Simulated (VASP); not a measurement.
The system is Zn.

```
CELL_PARAMETERS angstrom
2.57992 0.00000 0.00000
-1.28996 2.23427 0.00000
0.00000 0.00000 8.65468
ATOMIC_POSITIONS crystal
Zn 0.00000 0.00000 0.50000
Zn 0.66667 0.33333 0.18796
Zn 0.66667 0.33333 0.81204
```

- Program: VASP 6.6.1
- Task: relaxation of cell and atoms
- Functional: PBE
- Potentials or basis: VASP PAW PBE potentials, release 64 (Zn)
- Cutoff: 500 eV
- k mesh: 18 × 18 × 4
- Occupations: gaussian, width 0.1 eV
- Spin: no spin polarisation

At the start: pressure 0.6 GPa; volume 16.63 Å³/atom.

Q: Where does the relaxation end?

A: Over 6 steps the energy falls by 8.9 meV/atom and the volume is 16.21 Å³/atom (-2.5 %); space group P-6m2 (No. 187, to 0.05 Å).

Step by step:
```
step  energy change (eV)  largest force (eV/Å)  pressure (GPa)  volume (Å³)
   1              0.0000                0.0598            0.58        49.89
   2             -0.0123                0.0574           -0.70        50.32
   3             -0.0144                0.0598           -1.37        50.57
   4             -0.0229                0.0418           -0.71        49.67
   5             -0.0267                0.0054            0.33        48.42
   6             -0.0268                0.0138            0.14        48.63
```

Final structure:
```
Zn
1.0
     2.61777    0.00000    0.00000
    -1.30888    2.26705    0.00000
     0.00000    0.00000    8.19395
Zn
3
Direct
  0.00000 0.00000 0.50000
  0.66667 0.33333 0.18981
  0.66667 0.33333 0.81019
```
